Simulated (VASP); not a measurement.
# AlNi (CsCl type) (Pm-3m) in VASP: further runs

The runs below take AlNi (CsCl type) through single point, with PBE.

All numbers are computed with VASP 6.6.1; they aren't measurements. Logs are shortened: lines on timing, memory, paths and dates and some standing lists are left out, and cuts for length are marked.

### Step 1. The cell of the first run

It takes space group Pm-3m (No. 221, cubic). The conventional cell has a = 2.894 Å, b = 2.894 Å, c = 2.894 Å, α = 90.00°, β = 90.00°, γ = 90.00°. Ni (site symmetry m-3m) has 8 Al at 2.51 Å and 6 Ni at 2.89 Å within 3.3 Å. Al (site symmetry m-3m) has 8 Ni at 2.51 Å and 6 Al at 2.89 Å within 3.3 Å.

### Step 2. Single point, PBE

The input, INCAR:

```
SYSTEM = AlNi
ALGO = Normal
EDIFF = 1E-7
ENCUT = 520
GGA = PE
ISIF = 2
ISMEAR = -1
LASPH = .True.
LCHARG = .False.
LREAL = .False.
LWAVE = .False.
NBANDS = 21
NELM = 80
PREC = Accurate
SIGMA = 0.1
```

The input, KPOINTS:

```
k-points
0
Gamma
  13 9 9
  0 0 0
```

The input, POSCAR:

```
AlNi
1.0
    0.0000000000      0.0000000000      2.8935740572
    2.8935740572     -2.8935740572      0.0000000000
    2.8935740572      2.8935740572      0.0000000000
Ni Al
2 2
Direct
    0.0000000000      0.0000000000      0.0000000000
    0.0000000000      0.5000000000      0.5000000000
    0.5000000000      0.5000000000      0.0000000000
    0.5000000000      0.0000000000      0.5000000000
```

Potentials or basis: VASP PAW PBE potentials, release 64 (Ni, Al).

On the command line:

```console
> cat potpaw_PBE.64/Ni/POTCAR potpaw_PBE.64/Al/POTCAR > POTCAR
> mpirun -np 1 vasp_std > vasp.out
```

OUTCAR:

```text
SYSTEM = AlNi
   EDIFF = 1E-7
   ENCUT = 520
   GGA = PE
   ISIF = 2
   ISMEAR = -1
   LASPH = .True.
   LREAL = .False.
   NELM = 80
   PREC = Accurate

 ion  position               nearest neighbor table
   1  0.000  0.000  0.000-   3 2.51   4 2.51   4 2.51   3 2.51   3 2.51   4 2.51   4 2.51   3 2.51
                             2 2.89   2 2.89   2 2.89   2 2.89
   2  0.000  0.500  0.500-   3 2.51   4 2.51   3 2.51   4 2.51   3 2.51   4 2.51   3 2.51   4 2.51
                             1 2.89   1 2.89   1 2.89   1 2.89
   3  0.500  0.500  0.000-   1 2.51   2 2.51   2 2.51   1 2.51   1 2.51   2 2.51   2 2.51   1 2.51
                             4 2.89   4 2.89   4 2.89   4 2.89
   4  0.500  0.000  0.500-   1 2.51   2 2.51   1 2.51   2 2.51   1 2.51   2 2.51   1 2.51   2 2.51
                             3 2.89   3 2.89   3 2.89   3 2.89

  LATTYP: Found a simple tetragonal cell.
 ALAT       =     4.0921316754
 C/A-ratio  =     0.7071067812

  Lattice vectors:

 A1 = (   2.8935740572,  -2.8935740572,   0.0000000000)
 A2 = (   2.8935740572,   2.8935740572,   0.0000000000)
 A3 = (   0.0000000000,   0.0000000000,   2.8935740572)

Analysis of symmetry for initial positions (statically):
=====================================================================
 Subroutine PRICEL returns following result:

  LATTYP: Found a simple cubic cell.
 ALAT       =     2.8935740572

  Lattice vectors:

 A1 = (   0.0000000000,   0.0000000000,   2.8935740572)
 A2 = (   0.0000000000,  -2.8935740572,   0.0000000000)
 A3 = (   2.8935740572,   0.0000000000,   0.0000000000)

   2 primitive cells build up your supercell.

 Routine SETGRP: Setting up the symmetry group for a
 simple tetragonal supercell.

 Subroutine GETGRP returns: Found 16 space group operations
 (whereof 16 operations were pure point group operations)
 out of a pool of 16 trial point group operations.

The static configuration has the point symmetry D_4h.

Analysis of symmetry for dynamics (positions and initial velocities):
=====================================================================
 Subroutine PRICEL returns following result:

  LATTYP: Found a simple cubic cell.
 ALAT       =     2.8935740572

  Lattice vectors:

 A1 = (   0.0000000000,   0.0000000000,   2.8935740572)
 A2 = (   0.0000000000,  -2.8935740572,   0.0000000000)
 A3 = (   2.8935740572,   0.0000000000,   0.0000000000)

   2 primitive cells build up your supercell.

 Routine SETGRP: Setting up the symmetry group for a
 simple tetragonal supercell.

 Subroutine GETGRP returns: Found 16 space group operations
 (whereof 16 operations were pure point group operations)
 out of a pool of 16 trial point group operations.

The dynamic configuration has the point symmetry D_4h.

 Subroutine INISYM returns: Found 16 space group operations
 (whereof 16 operations are pure point group operations),
 and found     2 'primitive' translations

----------------------------------------------------------------------------------------

                                     Primitive cell

  volume of cell :      24.2272

  direct lattice vectors                    reciprocal lattice vectors
     0.000000000  0.000000000  2.893574057     0.000000000  0.000000000  0.345593367
     0.000000000 -2.893574057  0.000000000     0.000000000 -0.345593367  0.000000000
     2.893574057  0.000000000  0.000000000     0.345593367  0.000000000  0.000000000

  length of vectors
     2.893574057  2.893574057  2.893574057     0.345593367  0.345593367  0.345593367

  position of ions in fractional coordinates (direct lattice)
     0.000000000  0.000000000  0.000000000
     0.500000000  0.500000000  0.500000000

  ion indices of the primitive-cell ions
   primitive index   ion index
                 1           1
                 2           3

----------------------------------------------------------------------------------------

 KPOINTS: k-points

Automatic generation of k-mesh.
 Grid dimensions read from file:
 generate k-points for:   13    9    9

 Generating k-lattice:

  Cartesian coordinates                     Fractional coordinates (reciprocal lattice)
     0.000000000  0.000000000  0.026584105     0.076923077  0.000000000  0.000000000
     0.019199631 -0.019199631  0.000000000     0.000000000  0.111111111  0.000000000
     0.019199631  0.019199631  0.000000000     0.000000000  0.000000000  0.111111111

  Length of vectors
     0.026584105  0.027152379  0.027152379

  Shift w.r.t. Gamma in fractional coordinates (k-lattice)
     0.000000000  0.000000000  0.000000000

 Subroutine IBZKPT returns following result:
 ===========================================

 Found    105 irreducible k-points:

 Following reciprocal coordinates:
            Coordinates               Weight
  0.000000  0.000000  0.000000      1.000000
  0.076923  0.000000  0.000000      2.000000
  0.153846  0.000000  0.000000      2.000000
  0.230769  0.000000  0.000000      2.000000
  0.307692  0.000000  0.000000      2.000000
  0.384615  0.000000  0.000000      2.000000
[... 16 lines left out ...]
  0.076923  0.333333  0.000000      8.000000
  0.153846  0.333333  0.000000      8.000000
 [... further k-points ...]
   k-points           NKPTS =    105   k-points in BZ     NKDIM =    105   number of bands    NBANDS=     21
   number of dos      NEDOS =    301   number of ions     NIONS =      4
   total plane-waves  NPLWV =  21600
   dimension x,y,z NGX =    24 NGY =   30 NGZ =   30
   dimension x,y,z NGXF=    48 NGYF=   60 NGZF=   60
   ions per type =               2   2
   NGX,Y,Z   is equivalent  to a cutoff of  13.79, 12.19, 12.19 a.u.
   NGXF,Y,Z  is equivalent  to a cutoff of  27.58, 24.38, 24.38 a.u.
 SYSTEM =  AlNi
   PREC   = accura    normal or accurate (medium, high low for compatibility)
   ISTART =      0    job   : 0-new  1-cont  2-samecut
   ICHARG =      2    charge: 1-file 2-atom 10-const
   ISPIN  =      1    spin polarized calculation?
   LNONCOLLINEAR =      F non collinear calculations
   LSORBIT =      F    spin-orbit coupling
   LASPH  =      T    aspherical Exc in radial PAW
   ENCUT  =  520.0 eV  38.22 Ry    6.18 a.u.   5.38  7.61  7.61*2*pi/ulx,y,z
   NELM   =     80;   NELMIN=  2; NELMDL= -5     # of ELM steps
   EDIFF  = 0.1E-06   stopping-criterion for ELM
   LREAL  =      F    real-space projection
   EDIFFG = 0.1E-05   stopping-criterion for IOM
   NSW    =      0    number of steps for IOM
   IBRION =     -1    ionic relax: 0-MD 1-quasi-New 2-CG
   NFREE  =      0    steps in history (QN), initial steepest desc. (CG)
   ISIF   =      2    stress and relaxation
   ISYM   =      2    0-nonsym 1-usesym 2-fastsym
   POTIM  = 0.5000    time-step for ionic-motion
   TEBEG  =    0.0;   TEEND  =   0.0 temperature during run
   PSTRESS=    0.0 pullay stress
   NELECT =      26.0000    total number of electrons
   NUPDOWN=      -1.0000    fix difference up-down
   EMIN   =  10.00;   EMAX   =-10.00  energy-range for DOS
   EFERMI =   0.00;   METHOD = LEGACY
   ISMEAR =    -1;   SIGMA  =   0.10  broadening in eV -4-tet -1-fermi 0-gaus
   EFERMI_NEDOS =   21; number of points for ismear=-14 and -15
   IALGO  =     38    algorithm
   IMIX   =      4    mixing-type and parameters
     AMIX     =   0.40;   BMIX     =  1.00
     AMIX_MAG =   1.60;   BMIX_MAG =  1.00
  volume/ion in A,a.u.               =      12.11        81.75
  Fermi-wavevector in a.u.,A,eV,Ry     =   1.330316  2.513932 24.078769  1.769740
  Thomas-Fermi vector in A             =   2.459412
   LORBIT       =      0    0 simple, 1 ext, 2 COOP (PROOUT), +10 PAW based schemes
   GGA     = PE    functional components
   LHFCALC =     F    Hartree Fock is set to
   AEXX    =    0.0000 exact exchange contribution
   IVDW    =     0    specifies the selected vdW correction
   LEPSILON=     F    determine dielectric tensor
   LRPA    =     F    only Hartree local field effects (RPA)
 non-spin polarized calculation
  energy-cutoff  :      520.00
  volume of cell :       48.45
 maximum number of plane-waves:      1326
 NGX is ok and might be reduce to    24
   NGX = 11   NGY = 15   NGZ = 15

 number of electron      26.0000032 magnetization

 Free energy of the ion-electron system (eV)
  ---------------------------------------------------
  ext. energy  EPLUGINS =         0.00000000
  ---------------------------------------------------
  free energy    TOTEN  =       -21.10445149 eV

  energy without entropy =      -21.04754489  energy(sigma->0) =      -21.07599819

 E-fermi :   9.8530     XC(G=0): -11.9859

 val. band max:        9.8424095037   @ k =   0.0769   0.4444   0.2222
 cond. band min:       9.8595230600   @ k =   0.1538   0.3333   0.3333
 fundamental gap:      0.0171135563
 Fermi energy:         9.8529920971

 k-point     1 :       0.0000    0.0000    0.0000
  band No.  band energies     occupation
      1      -1.1882      2.00000
      2       4.6064      2.00000
      3       6.5445      2.00000
      4       6.6851      2.00000
      5       6.6862      2.00000
      6       7.0058      2.00000
[... 13 lines left out ...]
     20      17.9360      0.00000
     21      21.9846      0.00000

 k-point     2 :       0.0769    0.0000    0.0000
  band No.  band energies     occupation
      1      -1.0803      2.00000
      2       4.6650      2.00000
      3       6.6484      2.00000
      4       6.6764      2.00000
      5       6.7112      2.00000
      6       6.8165      2.00000
[... 13 lines left out ...]
     20      18.9061      0.00000
     21      21.0900      0.00000

 k-point     3 :       0.1538    0.0000    0.0000
  band No.  band energies     occupation
      1      -0.7581      2.00000
      2       4.8328      2.00000
      3       6.5128      2.00000
      4       6.5128      2.00000
      5       6.6173      2.00000
      6       6.7815      2.00000
[... 13 lines left out ...]
     20      19.5018      0.00000
     21      20.2095      0.00000

 k-point     4 :       0.2308    0.0000    0.0000
  band No.  band energies     occupation
      1      -0.2271      2.00000
      2       5.0848      2.00000
      3       6.2450      2.00000
      4       6.2450      2.00000
      5       6.3939      2.00000
      6       6.8831      2.00000
[... 13 lines left out ...]
     20      18.0024      0.00000
     21      18.6458      0.00000

 k-point     5 :       0.3077    0.0000    0.0000
  band No.  band energies     occupation
      1       0.5027      2.00000
      2       5.3758      2.00000
      3       5.8197      2.00000
      4       6.0384      2.00000
      5       6.0384      2.00000
      6       6.9941      2.00000
[... 13 lines left out ...]
     20      17.3452      0.00000
     21      17.3452      0.00000

 k-point     6 :       0.3846    0.0000    0.0000
  band No.  band energies     occupation
      1       1.4150      2.00000
      2       4.8423      2.00000
      3       5.6396      2.00000
      4       5.8990      2.00000
      5       5.8990      2.00000
      6       7.0889      2.00000
[... 13 lines left out ...]
     20      18.0884      0.00000
     21      18.3514      0.00000

 k-point     7 :       0.4615    0.0000    0.0000
  band No.  band energies     occupation
      1       2.4804      2.00000
      2       3.6685      2.00000
      3       5.7995      2.00000
      4       5.8289      2.00000
      5       5.8289      2.00000
      6       7.1436      2.00000
[... 13 lines left out ...]
     20      17.5576      0.00000
     21      18.1151      0.00000
[... 291 lines left out ...]
      1       1.8155      2.00000
      2       5.0719      2.00000
      3       5.1253      2.00000
      4       6.0878      2.00000
      5       6.0910      2.00000
      6       7.1316      2.00000
[... 13 lines left out ...]
     20      16.8773      0.00000
     21      16.8989      0.00000

 k-point    21 :       0.4615    0.2222    0.0000
  band No.  band energies     occupation
      1       2.8425      2.00000
      2       4.0238      2.00000
      3       5.3764      2.00000
      4       5.9529      2.00000
      5       6.0249      2.00000
      6       7.2291      2.00000
[... 13 lines left out ...]
     20      16.8574      0.00000
     21      17.9551      0.00000

 k-point    22 :       0.0000    0.3333    0.0000
  band No.  band energies     occupation
      1      -0.1876      2.00000
      2       2.5736      2.00000
      3       6.0729      2.00000
      4       6.7106      2.00000
      5       6.7656      2.00000
      6       6.8445      2.00000
[... 13 lines left out ...]
     20      19.7671      0.00000
     21      21.8895      0.00000

 k-point    23 :       0.0769    0.3333    0.0000
  band No.  band energies     occupation
      1      -0.0832      2.00000
      2       2.6614      2.00000
      3       6.1316      2.00000
      4       6.7324      2.00000
      5       6.7851      2.00000
      6       6.7986      2.00000
[... 13 lines left out ...]
     20      20.3170      0.00000
     21      22.5566      0.00000

 k-point    24 :       0.1538    0.3333    0.0000
  band No.  band energies     occupation
      1       0.2281      2.00000
      2       2.9194      2.00000
      3       6.2831      2.00000
      4       6.6823      2.00000
      5       6.7940      2.00000
      6       6.8094      2.00000
[... 13 lines left out ...]
     20      21.3882      0.00000
     21      21.8795      0.00000

 [... further k-points ...]
[... 5 lines left out ...]
  --------------------------------------------------------------------------------------
  -------------------------------------------------------------------------------------
  Total        0.0021549      0.0021549     -0.0398991      0.0000000      0.0000000      0.0000000
  in kB        0.0712532      0.0712532     -1.3192900      0.0000000      0.0000000      0.0000000
  external PRESSURE =      -0.3922612 kB  Pullay stress =       0.0000000 kB

 VOLUME and BASIS-vectors are now :
 -----------------------------------------------------------------------------
  energy-cutoff  :      520.00
  volume of cell :       48.45
      direct lattice vectors                 reciprocal lattice vectors
     0.000000000  0.000000000  2.893574057     0.000000000  0.000000000  0.345593367
     2.893574057 -2.893574057  0.000000000     0.172796683 -0.172796683  0.000000000
     2.893574057  2.893574057  0.000000000     0.172796683  0.172796683  0.000000000

 POSITION                                       TOTAL-FORCE (eV/Angst)
 -----------------------------------------------------------------------------------
      0.00000      0.00000      0.00000        -0.000000     -0.000000     -0.000000
      2.89357      0.00000      0.00000        -0.000000     -0.000000     -0.000000
      1.44679     -1.44679      1.44679         0.000000      0.000000      0.000000
      1.44679      1.44679      1.44679         0.000000     -0.000000      0.000000
 -----------------------------------------------------------------------------------
    total drift:                                0.000000      0.000000      0.000000

  FREE ENERGIE OF THE ION-ELECTRON SYSTEM (eV)
  ---------------------------------------------------
  free  energy   TOTEN  =       -21.1044514948 eV

  energy  without entropy=      -21.0475448935  energy(sigma->0) =      -21.07599819
```

Wall time 40 s (1 thread of Intel Xeon Platinum 8559C (Emerald Rapids), shared host); peak memory 0.22 GiB.

What came out:

| Item | Value |
| --- | --- |
| Free energy | -21.1045 eV |
| Pressure | 0.0 GPa |
| Band gap on the k mesh | zero (band 13 reaches 11.73 eV, above the bottom of band 14 at 8.93 eV) |

Levels at points of the mesh, in eV from the Fermi level:
```tsv
k point	band 10	band 11	band 12	band 13	band 14	band 15	band 16	band 17
(0.00, 0.00, 0.00)	-1.52	-1.52	-1.52	-1.00	1.46	2.40	5.45	5.45
```

Spin polarisation is off, so any magnetic state and its effect on volume and gap are missing.

### Step 3. Single point, PBE

The input, INCAR:

```
  ALGO = Normal
  EDIFF = 1E-6
  ENCUT = 520
  GGA = PE
  ISIF = 2
  ISMEAR = -1
  LASPH = True
  LCHARG = False
  LREAL = False
  LWAVE = False
  NBANDS = 21
  NELM = 100
  PREC = Accurate
  SIGMA = 0.1
```

The input, KPOINTS:

```
k-points
0
Gamma
  13 9 9
```

POSCAR is that of step 2.

Potentials or basis: VASP PAW PBE potentials, release 64 (Ni, Al).

On the command line:

```console
> cat potpaw_PBE.64/Ni/POTCAR potpaw_PBE.64/Al/POTCAR > POTCAR
> mpirun -np 1 vasp_std > vasp.out
```

Run time: 34 s. Hardware: 1 thread of Intel Xeon Platinum 8559C (Emerald Rapids), shared host; peak memory 0.21 GiB.

It converged, with:

* Free energy: -21.1045 eV
* Pressure: 0.0 GPa
* Band gap on the k mesh: zero (band 13 reaches 11.73 eV, above the bottom of band 14 at 8.93 eV)

Levels at points of the mesh, in eV from the Fermi level:
```tsv
k point	band 10	band 11	band 12	band 13	band 14	band 15	band 16	band 17
(0.00, 0.00, 0.00)	-1.52	-1.52	-1.52	-1.00	1.46	2.40	5.45	5.45
```

Spin polarisation is off, so any magnetic state and its effect on volume and gap are missing.
